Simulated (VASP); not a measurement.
# PbO2 (Fm-3m) in VASP: single point with PBEsol

Aim: the single point of PbO2 with PBEsol.

Everything below comes from runs of VASP 6.6.1. Logs are shortened: lines on timing, memory, paths and dates and some standing lists are left out, and cuts for length are marked.

**1. The cell of the first run**

Symmetry: Fm-3m, No. 225, cubic system. Conventional cell: a = 5.140 Å, b = 5.140 Å, c = 5.140 Å, α = 90.00°, β = 90.00°, γ = 90.00°. Within 2.9 Å of Pb (site symmetry m-3m) lie 8 O at 2.23 Å. O (site symmetry -43m) has 4 Pb at 2.23 Å and 6 O at 2.57 Å within 2.9 Å.

**2. Single point, PBEsol**

File INCAR:

```
PREC = Accurate
ENCUT = 600
EDIFF = 1E-6
ISMEAR = -1
SIGMA = 0.05
LREAL = False
LASPH = True
NELM = 120
ALGO = Normal
ISIF = 2
LWAVE = False
LCHARG = False
GGA = PS
NBANDS = 20
GGA_COMPAT = False
```

File KPOINTS:

```
Automatic mesh
0
Gamma
  4 4 4
```

File POSCAR:

```
PbO2
1.0
    0.0000000000      2.5700000000      2.5700000000
    2.5700000000      0.0000000000      2.5700000000
    2.5700000000      2.5700000000      0.0000000000
Pb O
1 2
Direct
    0.0000000000      0.0000000000      0.0000000000
    0.2500000000      0.2500000000      0.2500000000
    0.7500000000      0.7500000000      0.7500000000
```

Potentials or basis: VASP PAW PBE potentials, release 64 (Pb_d, O).

On the command line:

```bash
> cat potpaw_PBE.64/Pb_d/POTCAR potpaw_PBE.64/O/POTCAR > POTCAR
> mpirun -np 1 vasp_std > vasp.out
```

OUTCAR:

```text
PREC = Accurate
   ENCUT = 600
   EDIFF = 1E-6
   ISMEAR = -1
   LREAL = False
   LASPH = True
   NELM = 120
   ISIF = 2
   GGA = PS

 ion  position               nearest neighbor table
   1  0.000  0.000  0.000-   3 2.23   3 2.23   3 2.23   2 2.23   3 2.23   2 2.23   2 2.23   2 2.23

   2  0.250  0.250  0.250-   1 2.23   1 2.23   1 2.23   1 2.23
   3  0.750  0.750  0.750-   1 2.23   1 2.23   1 2.23   1 2.23

  LATTYP: Found a face centered cubic cell.
 ALAT       =     5.1400000000

  Lattice vectors:

 A1 = (   0.0000000000,   2.5700000000,   2.5700000000)
 A2 = (   2.5700000000,   0.0000000000,   2.5700000000)
 A3 = (   2.5700000000,   2.5700000000,   0.0000000000)

Analysis of symmetry for initial positions (statically):
=====================================================================
 Subroutine PRICEL returns:
 Original cell was already a primitive cell.

 Routine SETGRP: Setting up the symmetry group for a
 face centered cubic supercell.

 Subroutine GETGRP returns: Found 48 space group operations
 (whereof 48 operations were pure point group operations)
 out of a pool of 48 trial point group operations.

The static configuration has the point symmetry O_h .

Analysis of symmetry for dynamics (positions and initial velocities):
=====================================================================
 Subroutine PRICEL returns:
 Original cell was already a primitive cell.

 Routine SETGRP: Setting up the symmetry group for a
 face centered cubic supercell.

 Subroutine GETGRP returns: Found 48 space group operations
 (whereof 48 operations were pure point group operations)
 out of a pool of 48 trial point group operations.

The dynamic configuration has the point symmetry O_h .

 Subroutine INISYM returns: Found 48 space group operations
 (whereof 48 operations are pure point group operations),
 and found     1 'primitive' translations

----------------------------------------------------------------------------------------

                                     Primitive cell

  volume of cell :      33.9492

  direct lattice vectors                    reciprocal lattice vectors
[... 64 lines left out ...]
   ISTART =      0    job   : 0-new  1-cont  2-samecut
   ICHARG =      2    charge: 1-file 2-atom 10-const
   ISPIN  =      1    spin polarized calculation?
   LNONCOLLINEAR =      F non collinear calculations
   LSORBIT =      F    spin-orbit coupling
   LASPH  =      T    aspherical Exc in radial PAW
   ENCUT  =  600.0 eV  44.10 Ry    6.64 a.u.   7.26  7.26  7.26*2*pi/ulx,y,z
   NELM   =    120;   NELMIN=  2; NELMDL= -5     # of ELM steps
   EDIFF  = 0.1E-05   stopping-criterion for ELM
   LREAL  =      F    real-space projection
   EDIFFG = 0.1E-04   stopping-criterion for IOM
   NSW    =      0    number of steps for IOM
   IBRION =     -1    ionic relax: 0-MD 1-quasi-New 2-CG
   NFREE  =      0    steps in history (QN), initial steepest desc. (CG)
   ISIF   =      2    stress and relaxation
   ISYM   =      2    0-nonsym 1-usesym 2-fastsym
   POTIM  = 0.5000    time-step for ionic-motion
   TEBEG  =    0.0;   TEEND  =   0.0 temperature during run
   PSTRESS=    0.0 pullay stress
   NELECT =      26.0000    total number of electrons
   NUPDOWN=      -1.0000    fix difference up-down
   EMIN   =  10.00;   EMAX   =-10.00  energy-range for DOS
   EFERMI =   0.00;   METHOD = LEGACY
   ISMEAR =    -1;   SIGMA  =   0.05  broadening in eV -4-tet -1-fermi 0-gaus
   EFERMI_NEDOS =   21; number of points for ismear=-14 and -15
   IALGO  =     38    algorithm
   IMIX   =      4    mixing-type and parameters
     AMIX     =   0.40;   BMIX     =  1.00
     AMIX_MAG =   1.60;   BMIX_MAG =  1.00
  volume/ion in A,a.u.               =      11.32        76.37
  Fermi-wavevector in a.u.,A,eV,Ry     =   1.497808  2.830447 30.523704  2.243429
  Thomas-Fermi vector in A             =   2.609648
   LORBIT       =      0    0 simple, 1 ext, 2 COOP (PROOUT), +10 PAW based schemes
   GGA     = PS    functional components
   LHFCALC =     F    Hartree Fock is set to
   AEXX    =    0.0000 exact exchange contribution
   IVDW    =     0    specifies the selected vdW correction
   LEPSILON=     F    determine dielectric tensor
   LRPA    =     F    only Hartree local field effects (RPA)
 non-spin polarized calculation
  energy-cutoff  :      600.00
  volume of cell :       33.95
 maximum number of plane-waves:      1158
 NGX is ok and might be reduce to    30
   NGX = 15   NGY = 15   NGZ = 15

 number of electron      25.9999996 magnetization

 Free energy of the ion-electron system (eV)
  ---------------------------------------------------
  ext. energy  EPLUGINS =         0.00000000
  ---------------------------------------------------
  free energy    TOTEN  =       -16.56231773 eV

  energy without entropy =      -16.55792335  energy(sigma->0) =      -16.56012054

 E-fermi :   7.6835     XC(G=0): -12.2560

 val. band max:        7.6017593209   @ k =  -0.2500   0.5000   0.2500
 cond. band min:       9.3901375616   @ k =   0.2500   0.2500   0.0000
 fundamental gap:      1.7883782407
 Fermi energy:         7.6835434081

 k-point     1 :       0.0000    0.0000    0.0000
  band No.  band energies     occupation
      1     -12.2682      2.00000
      2      -8.3550      2.00000
      3      -8.3550      2.00000
      4      -8.3550      2.00000
      5      -8.3334      2.00000
      6      -7.8920      2.00000
[... 173 lines left out ...]
     19      24.5371      0.00000
     20      25.4059      0.00000

------------------------ aborting loop because EDIFF is reached ----------------------------------------

  FORCE on cell =-STRESS in cart. coord.  units (eV):
  Direction    XX          YY          ZZ          XY          YZ          ZX
  --------------------------------------------------------------------------------------
  -------------------------------------------------------------------------------------
  Total        4.7345799      4.7345799      4.7345799     -0.0000000      0.0000000     -0.0000000
  in kB      223.4408959    223.4408959    223.4408959     -0.0000000      0.0000000     -0.0000000
  external PRESSURE =     223.4408959 kB  Pullay stress =       0.0000000 kB

 VOLUME and BASIS-vectors are now :
 -----------------------------------------------------------------------------
  energy-cutoff  :      600.00
  volume of cell :       33.95
      direct lattice vectors                 reciprocal lattice vectors
     0.000000000  2.570000000  2.570000000    -0.194552529  0.194552529  0.194552529
     2.570000000  0.000000000  2.570000000     0.194552529 -0.194552529  0.194552529
     2.570000000  2.570000000  0.000000000     0.194552529  0.194552529 -0.194552529

 POSITION                                       TOTAL-FORCE (eV/Angst)
 -----------------------------------------------------------------------------------
      0.00000      0.00000      0.00000        -0.000000      0.000000     -0.000000
      1.28500      1.28500      1.28500         0.000000     -0.000000     -0.000000
      3.85500      3.85500      3.85500        -0.000000      0.000000      0.000000
 -----------------------------------------------------------------------------------
    total drift:                                0.000000     -0.000000      0.000000

  FREE ENERGIE OF THE ION-ELECTRON SYSTEM (eV)
  ---------------------------------------------------
  free  energy   TOTEN  =       -16.5623177300 eV

  energy  without entropy=      -16.5579233497  energy(sigma->0) =      -16.56012054
```

stdout:

```text
POSCAR found type information on POSCAR PbO
 POSCAR found :  2 types and       3 ions
 scaLAPACK will be used
 -----------------------------------------------------------------------------
|                                                                             |
|                                                                             |
|     You enforced a specific xc type in the INCAR file but a different       |
|     I HOPE YOU KNOW WHAT YOU ARE DOING!                                     |
|                                                                             |
 -----------------------------------------------------------------------------

 LDA part: xc-table for (Slater+PW92), standard interpolation
 POSCAR, INCAR and KPOINTS ok, starting setup
 FFT: planning ... GRIDC
 FFT: planning ... GRID_SOFT
 FFT: planning ... GRID
 WAVECAR not read
 entering main loop
```

Wall time 4.9 s (1 thread of AMD EPYC 9R45 (Zen 5), shared host); peak memory 0.14 GiB.

Results:

```
Free energy            : -16.5623 eV
Pressure               : 22.3 GPa
Band gap on the k mesh : zero (band 13 reaches 7.60 eV, above the bottom of band 14 at 6.02 eV)
```

Levels at points of the mesh, in eV from the Fermi level:
```csv
k point,band 11,band 12,band 13,band 14,band 15,band 16
"(0.00, 0.00, 0.00)",-1.68,-1.68,-1.68,-1.66,7.12,7.12
"(0.50, 0.00, 0.00)",-3.59,-1.76,-1.76,3.45,7.40,10.47
"(0.50, 0.50, 0.00)",-0.53,-0.28,-0.28,2.19,7.00,9.44
```

Caveat: the k points lie up to 0.53 Å⁻¹ apart; the PAW data sets were made with another functional, which shifts forces and pressure a little; spin-orbit coupling is left out, which moves the levels of the heavy elements.
